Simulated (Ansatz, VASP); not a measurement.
**One calculation of Na, two programs**

The input INCAR:

```
  PREC = Accurate
  ENCUT = 600
  EDIFF = 1E-6
  ISMEAR = 0
  SIGMA = 0.1
  LREAL = F
  LASPH = T
  NELM = 80
  ALGO = Fast
  ISIF = 3
  LWAVE = F
  LCHARG = F
  GGA = PE
  IBRION = 2
  NSW = 80
  EDIFFG = -0.01
```

KPOINTS

```
regular mesh
0
Gamma
  12 12 4
```

File POSCAR:

```
Na
1.0
    3.7347625662      0.0000000000      0.0000000000
   -1.8673812831      3.2343992595      0.0000000000
    0.0000000000      0.0000000000     11.8292451175
Na
4
Direct
    0.0000000000      0.0000000000      0.0000000000
    0.0000000000      0.0000000000      0.5000000000
    0.3333333333      0.6666666667      0.2500000000
    0.6666666667      0.3333333333      0.7500000000
```

Input for Ansatz:

```yaml
crystal:
  lattice:
    - [3.7347625662, 0.0, 0.0]
    - [-1.8673812831, 3.2343992595, 0.0]
    - [0.0, 0.0, 11.8292451175]
  atoms:
    - { symbol: Na, position: [0.0, 0.0, 0.0] }
    - { symbol: Na, position: [0.0, 0.0, 0.5] }
    - { symbol: Na, position: [0.3333333333, 0.6666666667, 0.25] }
    - { symbol: Na, position: [0.6666666667, 0.3333333333, 0.75] }
basis:
  ecutwfc: 420
kpoints:
  mp_grid: { grid: [12, 12, 4] }
hamiltonian:
  xc: pbe
scf:
  occupations: { method: gaussian, width: 0.1 }
output:
  forces: true
  stress: true
  eigenvalues: true
relax:
  adjacent_minimum: "off"
  f_tol: 0.01
  max_steps: 60
  cell: { stress_tol: 0.1 }
```

Alike in both runs: task relaxation of cell and atoms; functional PBE; k mesh 12 × 12 × 4; occupations gaussian, width 0.1 eV; no spin polarisation.

```csv
,VASP,Ansatz
version,VASP 6.6.1,Ansatz 0.2.0
potentials or method,"VASP PAW PBE potentials, release 64 (Na_pv), cutoff 600 eV","scalar-relativistic, plane waves, PAW"
valence electrons in the cell,28,36
```

```tsv
	VASP	Ansatz	Ansatz less VASP
gap on the k mesh at the Fermi level, each at its own relaxed structure (eV)	none	none	-
relaxed volume (Å³/atom)	37.06	37.03	-0.030
relaxed cell length with the largest relative difference (Å)	12.167	12.128	-0.0386
```

A gap of «none» marks a metal or a gap that the smearing closes. VASP's potentials hold 28 valence electrons a cell and Ansatz's 36, so a difference there can come from the potentials and not from the codes.
